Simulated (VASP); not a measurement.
# KCl (F-43m) in VASP: notebook

The runs below take KCl through single point, with PBE, PBE+D4, HSE06.

Program: VASP 6.6.1. These are calculated values, not measurements. Logs are shortened: lines on timing, memory, paths and dates and some standing lists are left out, and cuts for length are marked.

## (1) The cell of the first run

It takes space group F-43m (No. 216, cubic). The conventional cell has a = 7.015 Å, b = 7.015 Å, c = 7.015 Å, α = 90.00°, β = 90.00°, γ = 90.00°. Within 4.0 Å of K (site symmetry -43m) lie 4 Cl at 3.04 Å. Within 4.0 Å of Cl (site symmetry -43m) lie 4 K at 3.04 Å.

## (2) Single point, PBE

Contents of INCAR:

```
PREC     = Accurate       # precision mode
ENCUT    = 500            # plane-wave cutoff, eV
EDIFF    = 1E-6           # SCF threshold, eV
ISMEAR   = 0              # smearing method
SIGMA    = 0.5            # smearing width, eV
LREAL    = False          # projectors in reciprocal space
LASPH    = True           # aspherical terms in the spheres
NELM     = 120            # most SCF steps
ALGO     = Normal         # electronic algorithm
ISIF     = 2              # what is computed and relaxed
LWAVE    = False          # write WAVECAR
LCHARG   = True           # write CHGCAR
GGA      = PE             # functional
LELF     = True           # ELF
LVHAR    = True         
NBANDS   = 15             # bands
GGA_COMPAT= False
```

Contents of KPOINTS:

```
regular mesh
0
Gamma
  4 4 4
```

Contents of POSCAR:

```
KCl
1.0
    0.0000000000      3.5072828304      3.5072828304
    3.5072828304      0.0000000000      3.5072828304
    3.5072828304      3.5072828304      0.0000000000
K Cl
1 1
Direct
    0.0000000000      0.0000000000      0.0000000000
    0.2500000000      0.2500000000      0.2500000000
```

Potentials or basis: VASP PAW PBE potentials, release 64 (K_sv, Cl).

Started as:

```bash
$ cat potpaw_PBE.64/K_sv/POTCAR potpaw_PBE.64/Cl/POTCAR > POTCAR
$ mpirun -np 1 vasp_std > vasp.out
```

OUTCAR:

```text
PREC = Accurate
   ENCUT = 500
   EDIFF = 1E-6
   ISMEAR = 0
   LREAL = False
   LASPH = True
   NELM = 120
   ISIF = 2
   GGA = PE

 ion  position               nearest neighbor table
   1  0.000  0.000  0.000-   2 3.04   2 3.04   2 3.04   2 3.04
   2  0.250  0.250  0.250-   1 3.04   1 3.04   1 3.04   1 3.04

  LATTYP: Found a face centered cubic cell.
 ALAT       =     7.0145656608

  Lattice vectors:

 A1 = (   0.0000000000,   3.5072828304,   3.5072828304)
 A2 = (   3.5072828304,   0.0000000000,   3.5072828304)
 A3 = (   3.5072828304,   3.5072828304,   0.0000000000)

Analysis of symmetry for initial positions (statically):
=====================================================================
 Subroutine PRICEL returns:
 Original cell was already a primitive cell.

 Routine SETGRP: Setting up the symmetry group for a
 face centered cubic supercell.

 Subroutine GETGRP returns: Found 24 space group operations
 (whereof 24 operations were pure point group operations)
 out of a pool of 48 trial point group operations.

The static configuration has the point symmetry T_d .

Analysis of symmetry for dynamics (positions and initial velocities):
=====================================================================
 Subroutine PRICEL returns:
 Original cell was already a primitive cell.

 Routine SETGRP: Setting up the symmetry group for a
 face centered cubic supercell.

 Subroutine GETGRP returns: Found 24 space group operations
 (whereof 24 operations were pure point group operations)
 out of a pool of 48 trial point group operations.

The dynamic configuration has the point symmetry T_d .

 Subroutine INISYM returns: Found 24 space group operations
 (whereof 24 operations are pure point group operations),
 and found     1 'primitive' translations

----------------------------------------------------------------------------------------

                                     Primitive cell

  volume of cell :      86.2864

  direct lattice vectors                    reciprocal lattice vectors
     0.000000000  3.507282830  3.507282830    -0.142560502  0.142560502  0.142560502
     3.507282830  0.000000000  3.507282830     0.142560502 -0.142560502  0.142560502
     3.507282830  3.507282830  0.000000000     0.142560502  0.142560502 -0.142560502

  length of vectors
     4.960046946  4.960046946  4.960046946     0.246922032  0.246922032  0.246922032

  position of ions in fractional coordinates (direct lattice)
     0.000000000  0.000000000  0.000000000
     0.250000000  0.250000000  0.250000000

  ion indices of the primitive-cell ions
   primitive index   ion index
                 1           1
                 2           2

----------------------------------------------------------------------------------------

 KPOINTS: regular mesh

Automatic generation of k-mesh.
 Grid dimensions read from file:
 generate k-points for:    4    4    4

 Generating k-lattice:

  Cartesian coordinates                     Fractional coordinates (reciprocal lattice)
    -0.035640125  0.035640125  0.035640125     0.250000000  0.000000000  0.000000000
     0.035640125 -0.035640125  0.035640125     0.000000000  0.250000000  0.000000000
     0.035640125  0.035640125 -0.035640125     0.000000000  0.000000000  0.250000000

  Length of vectors
     0.061730508  0.061730508  0.061730508

  Shift w.r.t. Gamma in fractional coordinates (k-lattice)
     0.000000000  0.000000000  0.000000000

 Subroutine IBZKPT returns following result:
 ===========================================

 Found      8 irreducible k-points:

 Following reciprocal coordinates:
            Coordinates               Weight
  0.000000  0.000000  0.000000      1.000000
  0.250000  0.000000  0.000000      8.000000
  0.500000  0.000000  0.000000      4.000000
  0.250000  0.250000  0.000000      6.000000
  0.500000  0.250000  0.000000     24.000000
 -0.250000  0.250000  0.000000     12.000000
  0.500000  0.500000  0.000000      3.000000
 -0.250000  0.500000  0.250000      6.000000
   k-points           NKPTS =      8   k-points in BZ     NKDIM =      8   number of bands    NBANDS=     15
   number of dos      NEDOS =    301   number of ions     NIONS =      2
   total plane-waves  NPLWV =  46656
   dimension x,y,z NGX =    36 NGY =   36 NGZ =   36
   dimension x,y,z NGXF=    72 NGYF=   72 NGZF=   72
   ions per type =               1   1
   NGX,Y,Z   is equivalent  to a cutoff of  12.07, 12.07, 12.07 a.u.
   NGXF,Y,Z  is equivalent  to a cutoff of  24.13, 24.13, 24.13 a.u.
 SYSTEM =  unknown system
   PREC   = accura    normal or accurate (medium, high low for compatibility)
   ISTART =      0    job   : 0-new  1-cont  2-samecut
   ICHARG =      2    charge: 1-file 2-atom 10-const
   ISPIN  =      1    spin polarized calculation?
   LNONCOLLINEAR =      F non collinear calculations
   LSORBIT =      F    spin-orbit coupling
   LASPH  =      T    aspherical Exc in radial PAW
[... 78 lines left out ...]
      2     -15.0559      2.00000
      3     -13.9552      2.00000
      4     -13.9552      2.00000
      5     -13.8394      2.00000
      6      -3.4235      2.00000
      7      -3.2329      2.00000
      8      -3.2329      2.00000
      9       2.4550      0.00000
     10       5.7750      0.00000
     11       5.7750      0.00000
     12       6.1945      0.00000
     13       7.1924      0.00000
     14       7.5580      0.00000
     15       7.5580      0.00000

 k-point     3 :       0.5000    0.0000    0.0000
  band No.  band energies     occupation
      1     -30.4511      2.00000
      2     -15.1399      2.00000
      3     -13.9603      2.00000
      4     -13.9603      2.00000
      5     -13.7466      2.00000
      6      -3.5510      2.00000
      7      -3.2189      2.00000
      8      -3.2189      2.00000
      9       4.0687      0.00000
     10       4.2016      0.00000
     11       5.7425      0.00000
     12       5.7425      0.00000
     13       7.1972      0.00000
     14       7.1972      0.00000
     15       7.8277      0.00000

 k-point     4 :       0.2500    0.2500    0.0000
  band No.  band energies     occupation
      1     -30.4521      2.00000
      2     -15.0845      2.00000
      3     -13.9627      2.00000
      4     -13.9627      2.00000
      5     -13.7958      2.00000
      6      -3.4662      2.00000
      7      -3.2301      2.00000
      8      -3.2301      2.00000
      9       2.7214      0.00000
     10       4.7601      0.00000
     11       6.5717      0.00000
     12       6.6742      0.00000
     13       7.3946      0.00000
     14       7.3946      0.00000
     15       8.1309      0.00000

 k-point     5 :       0.5000    0.2500    0.0000
  band No.  band energies     occupation
      1     -30.4507      2.00000
      2     -15.1623      2.00000
      3     -13.9796      2.00000
      4     -13.9679      2.00000
      5     -13.6974      2.00000
      6      -3.5146      2.00000
      7      -3.2886      2.00000
      8      -3.2144      2.00000
      9       3.6824      0.00000
     10       4.4946      0.00000
     11       5.7911      0.00000
     12       6.2615      0.00000
     13       7.4316      0.00000
     14       7.6156      0.00000
     15       7.7948      0.00000

 k-point     6 :      -0.2500    0.2500    0.0000
  band No.  band energies     occupation
      1     -30.4511      2.00000
      2     -15.1375      2.00000
      3     -13.9797      2.00000
      4     -13.9604      2.00000
      5     -13.7293      2.00000
      6      -3.4594      2.00000
      7      -3.3173      2.00000
      8      -3.2168      2.00000
      9       3.4361      0.00000
     10       5.0069      0.00000
     11       5.5641      0.00000
     12       5.7522      0.00000
     13       7.5072      0.00000
     14       7.7074      0.00000
     15       7.8630      0.00000

 k-point     7 :       0.5000    0.5000    0.0000
  band No.  band energies     occupation
      1     -30.4502      2.00000
      2     -15.1869      2.00000
      3     -13.9754      2.00000
      4     -13.9754      2.00000
      5     -13.6695      2.00000
      6      -3.6137      2.00000
      7      -3.2096      2.00000
      8      -3.2096      2.00000
      9       3.4737      0.00000
     10       4.4804      0.00000
     11       6.6579      0.00000
     12       7.0764      0.00000
     13       7.0764      0.00000
     14       7.2590      0.00000
     15       7.5011      0.00000

 k-point     8 :      -0.2500    0.5000    0.2500
  band No.  band energies     occupation
      1     -30.4502      2.00000
      2     -15.1847      2.00000
      3     -13.9865      2.00000
      4     -13.9758      2.00000
      5     -13.6608      2.00000
      6      -3.4445      2.00000
      7      -3.3839      2.00000
      8      -3.2145      2.00000
      9       3.6717      0.00000
     10       4.4711      0.00000
     11       6.5493      0.00000
     12       6.6034      0.00000
     13       6.8273      0.00000
     14       7.2378      0.00000
     15       7.9293      0.00000

------------------------ aborting loop because EDIFF is reached ----------------------------------------

  FORCE on cell =-STRESS in cart. coord.  units (eV):
  Direction    XX          YY          ZZ          XY          YZ          ZX
  --------------------------------------------------------------------------------------
  -------------------------------------------------------------------------------------
  Total        0.1537553      0.1537553      0.1537553     -0.0000000      0.0000000      0.0000000
  in kB        2.8549493      2.8549493      2.8549493     -0.0000000      0.0000000      0.0000000
  external PRESSURE =       2.8549493 kB  Pullay stress =       0.0000000 kB

 VOLUME and BASIS-vectors are now :
 -----------------------------------------------------------------------------
  energy-cutoff  :      500.00
  volume of cell :       86.29
      direct lattice vectors                 reciprocal lattice vectors
     0.000000000  3.507282830  3.507282830    -0.142560502  0.142560502  0.142560502
     3.507282830  0.000000000  3.507282830     0.142560502 -0.142560502  0.142560502
     3.507282830  3.507282830  0.000000000     0.142560502  0.142560502 -0.142560502

 POSITION                                       TOTAL-FORCE (eV/Angst)
 -----------------------------------------------------------------------------------
      0.00000      0.00000      0.00000        -0.000000     -0.000000     -0.000000
      1.75364      1.75364      1.75364         0.000000      0.000000      0.000000
 -----------------------------------------------------------------------------------
    total drift:                               -0.000000     -0.000000     -0.000000

  FREE ENERGIE OF THE ION-ELECTRON SYSTEM (eV)
  ---------------------------------------------------
  free  energy   TOTEN  =        -6.6184311321 eV

  energy  without entropy=       -6.6184311319  energy(sigma->0) =       -6.61843113
```

Run time: 20 s. Hardware: 1 thread of Intel Xeon 8259CL, shared host; peak memory 0.2 GiB.

What came out:

| Item | Value |
| --- | --- |
| Free energy | -6.6184 eV |
| Pressure | 0.3 GPa |
| Band gap on the k mesh | 4.77 eV, indirect (least direct gap 4.81 eV) |

A k mesh can miss the band edges. PBE gaps usually lie below the measured ones, often by a third to a half.

## (3) Single point, PBE

Contents of INCAR:

```
SYSTEM = KCl
PREC     = Accurate       ! precision mode
ENCUT    = 500            ! plane-wave cutoff, eV
EDIFF    = 1E-6           ! SCF threshold, eV
ISMEAR   = 1              ! smearing method
SIGMA    = 0.05           ! smearing width, eV
LREAL    = .False.        ! projectors in reciprocal space
LASPH    = .True.         ! aspherical terms in the spheres
NELM     = 120            ! most SCF steps
ALGO     = Normal         ! electronic algorithm
ISIF     = 2              ! what is computed and relaxed
LWAVE    = .False.        ! write WAVECAR
LCHARG   = .False.        ! write CHGCAR
GGA      = PE             ! functional
NBANDS   = 15             ! bands
GGA_COMPAT= .False.
```

Contents of KPOINTS:

```
regular mesh
0
Gamma
  4 4 4
  0 0 0
```

POSCAR is that of step 2.

Potentials or basis: VASP PAW PBE potentials, release 64 (K_sv, Cl).

Started as:

```bash
$ cat potpaw_PBE.64/K_sv/POTCAR potpaw_PBE.64/Cl/POTCAR > POTCAR
$ mpirun -np 1 vasp_std > vasp.out
```

Run time: 21 s. Hardware: 1 thread of Intel Xeon 8259CL, shared host; peak memory 0.2 GiB.

It converged, with:

```
Free energy            : -6.6149 eV
Pressure               : 0.3 GPa
Band gap on the k mesh : 4.77 eV, indirect (least direct gap 4.81 eV)
```

Levels at points of the mesh, in eV from the valence-band top:
```tsv
k point	band 5	band 6	band 7	band 8	band 9	band 10	band 11	band 12
(0.00, 0.00, 0.00)	-10.74	-0.04	-0.04	-0.04	4.77	9.37	9.37	10.36
(0.50, 0.00, 0.00)	-10.54	-0.34	-0.01	-0.01	7.28	7.41	8.95	8.95
(0.50, 0.50, 0.00)	-10.46	-0.40	0.00	0.00	6.68	7.69	9.87	10.29
```

## (4) Single point, PBE+D4

Contents of INCAR:

```
PREC     = Accurate       # precision mode
ENCUT    = 500            # plane-wave cutoff, eV
EDIFF    = 1E-6           # SCF threshold, eV
ISMEAR   = 0              # smearing method
SIGMA    = 0.01           # smearing width, eV
LREAL    = F              # projectors in reciprocal space
LASPH    = T              # aspherical terms in the spheres
NELM     = 120            # most SCF steps
ALGO     = Normal         # electronic algorithm
ISIF     = 2              # what is computed and relaxed
LWAVE    = F              # write WAVECAR
LCHARG   = F              # write CHGCAR
GGA      = PE             # functional
IVDW     = 13             # dispersion correction
NBANDS   = 15             # bands
GGA_COMPAT= F
```

Contents of KPOINTS:

```
regular mesh
0
Gamma
  4 4 4
```

POSCAR is that of step 3.

Started as:

```bash
$ cat potpaw_PBE.64/K_sv/POTCAR potpaw_PBE.64/Cl/POTCAR > POTCAR
$ mpirun -np 1 vasp_std > vasp.out
```

Wall time 22 s (1 thread of Intel Xeon 8259CL, shared host); peak memory 0.2 GiB.

It converged, with:

* Free energy: -6.8149 eV
* Pressure: -0.1 GPa
* Band gap on the k mesh: 4.77 eV, indirect (least direct gap 4.81 eV)
* Dispersion energy per atom: -0.098 eV

Levels at points of the mesh, in eV from the valence-band top:
```tsv
k point	band 6	band 7	band 8	band 9	band 10	band 11
(0.00, 0.00, 0.00)	-0.04	-0.04	-0.04	4.77	9.37	9.37
(0.50, 0.00, 0.00)	-0.34	-0.01	-0.01	7.28	7.41	8.95
(0.50, 0.50, 0.00)	-0.40	0.00	0.00	6.68	7.69	9.87
```

A k mesh can miss the band edges. PBE gaps usually lie below the measured ones, often by a third to a half.

## (5) Single point, HSE06

POSCAR is that of step 4.

Contents of INCAR.step1:

```
SYSTEM = KCl
  PREC = Accurate
  ENCUT = 400
  EDIFF = 1E-5
  ISMEAR = 0
  SIGMA = 0.01
  LREAL = .FALSE.
  LASPH = .TRUE.
  NELM = 120
  ALGO = Normal
  ISIF = 2
  LWAVE = .TRUE.
  LCHARG = .FALSE.
  NBANDS = 15
  GGA = PE
  GGA_COMPAT = .FALSE.
```

Contents of INCAR.step2:

```
SYSTEM = KCl
  PREC = Accurate
  ENCUT = 400
  EDIFF = 1E-6
  ISMEAR = 0
  SIGMA = 0.01
  LREAL = .FALSE.
  LASPH = .TRUE.
  NELM = 120
  ALGO = Normal
  ISIF = 2
  LWAVE = .FALSE.
  LCHARG = .FALSE.
  GGA = PE
  LHFCALC = .TRUE.
  HFSCREEN = 0.2079
  PRECFOCK = Normal
  NBANDS = 15
  ISTART = 1
  GGA_COMPAT = .FALSE.
```

Contents of KPOINTS:

```
Automatic mesh
0
G
  2 2 2
  0 0 0
```

Started as:

```bash
$ cat potpaw_PBE.64/K_sv/POTCAR potpaw_PBE.64/Cl/POTCAR > POTCAR
$ cp INCAR.step1 INCAR
$ mpirun -np 1 vasp_std > vasp.out
$ cp INCAR.step2 INCAR
$ mpirun -np 1 vasp_std > vasp.out
```

Wall time 80 s (1 thread of Intel Xeon 8259CL, shared host); peak memory 0.28 GiB.

Results (log left out):

| Quantity | Value |
| --- | --- |
| Free energy | -7.6661 eV |
| Pressure | 0.2 GPa |
| Band gap on the k mesh | 6.03 eV, indirect (least direct gap 6.06 eV) |

Levels at points of the mesh, in eV from the valence-band top:
```
           k point  band 6  band 7  band 8  band 9  band 10  band 11
(0.00, 0.00, 0.00)   -0.04   -0.04   -0.04    6.03    10.99    10.99
(0.50, 0.00, 0.00)   -0.34   -0.01   -0.01    8.55     8.75    10.44
(0.50, 0.50, 0.00)   -0.40    0.00    0.00    7.94     9.04    11.38
```

Caveat: the k points lie up to 0.78 Å⁻¹ apart; the PAW data sets were made with another functional, which shifts forces and pressure a little.

## (6) Single point, PBE

Contents of INCAR:

```
SYSTEM = KCl
PREC = Accurate
ENCUT = 500
EDIFF = 1E-6
ISMEAR = 0
SIGMA = 0.01
LREAL = .FALSE.
LASPH = .TRUE.
NELM = 120
ALGO = Normal
ISIF = 2
LWAVE = .FALSE.
LCHARG = .TRUE.
GGA = PE
LELF = .TRUE.
LVHAR = .TRUE.
NBANDS = 15
ISYM = 0
GGA_COMPAT = .FALSE.
```

Contents of KPOINTS:

```
Automatic mesh
0
Gamma
  4 4 4
  0 0 0.5
```

POSCAR is that of step 5.

Potentials or basis: VASP PAW PBE potentials, release 64 (K_sv, Cl).

Started as:

```bash
$ cat potpaw_PBE.64/K_sv/POTCAR potpaw_PBE.64/Cl/POTCAR > POTCAR
$ mpirun -np 1 vasp_std > vasp.out
```

Run time: 3.8 min. Hardware: 1 thread of Intel Xeon 8259CL, shared host; peak memory 0.3 GiB.

It converged, with:

| Quantity | Value |
| --- | --- |
| Free energy | -6.6184 eV |
| Pressure | 0.3 GPa |
| Band gap on the k mesh | 5.03 eV, indirect (least direct gap 5.06 eV) |

Levels at points of the mesh, in eV from the valence-band top:
| k point | band 5 | band 6 | band 7 | band 8 | band 9 | band 10 | band 11 | band 12 |
| --- | --- | --- | --- | --- | --- | --- | --- | --- |
| (0.00, 0.00, 0.12) | -10.70 | -0.09 | -0.03 | -0.03 | 5.03 | 9.18 | 9.18 | 10.19 |

## (7) Summary

```tsv
level	k mesh	cutoff (eV)	smearing	grid for exact exchange (PRECFOCK)	screening parameter	gap on the mesh (eV)	pressure (GPa)
PBE	4 × 4 × 4	500	gaussian 0.5 eV	-	-	4.77	0.3
PBE	4 × 4 × 4	500	methfessel-paxton 0.05 eV	-	-	4.77	0.3
PBE+D4	4 × 4 × 4	500	gaussian 0.01 eV	-	-	4.77	-0.1
HSE06	2 × 2 × 2	400	gaussian 0.01 eV	Normal	0.2079 1/Å	6.03	0.2
PBE	4 × 4 × 4, shifted	500	gaussian 0.01 eV	-	-	5.03	0.3
```

Alike in all rows: task single point; potentials or basis VASP PAW PBE potentials, release 64 (K_sv, Cl); no spin polarisation; cell as given.

Caveats: some runs use coarse meshes; the PAW data sets were made with another functional, which shifts forces and pressure a little (some runs).

Total energies depend on the potentials used, so only differences within one code and one set of settings carry meaning.
